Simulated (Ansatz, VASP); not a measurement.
# ZrS2 in VASP and in Ansatz

```xyz
3
Lattice="3.6852 0.0000 0.0000 -1.8426 3.1915 0.0000 0.0000 0.0000 6.9606" Properties=species:S:1:pos:R:3 pbc="T T T"
Zr    0.0000    0.0000    0.0000
S     1.8426    1.0638    5.4982
S     0.0000    2.1277    1.4624
```

Change from the starting cell: strain along c alone, the other axes held, atoms relaxed: +3.0 %.

Alike in both runs: task relaxation of the atoms; functional PBE; k mesh 12 × 12 × 4; occupations gaussian, width 0.02 eV; no spin polarisation.

|  | VASP | Ansatz |
| --- | --- | --- |
| version | VASP 6.6.1 | Ansatz 0.2.0 |
| potentials or method | VASP PAW PBE potentials, release 64 (Zr_sv, S), cutoff 450 eV | scalar-relativistic, plane waves, PAW |
| valence electrons in the cell | 24 | 24 |

|  | VASP | Ansatz | Ansatz less VASP |
| --- | --- | --- | --- |
| gap on the k mesh at the Fermi level, each at its own relaxed structure (eV) | 1.14 | 1.15 | +0.007 |

Ansatz's warnings: stress scf threshold loose.
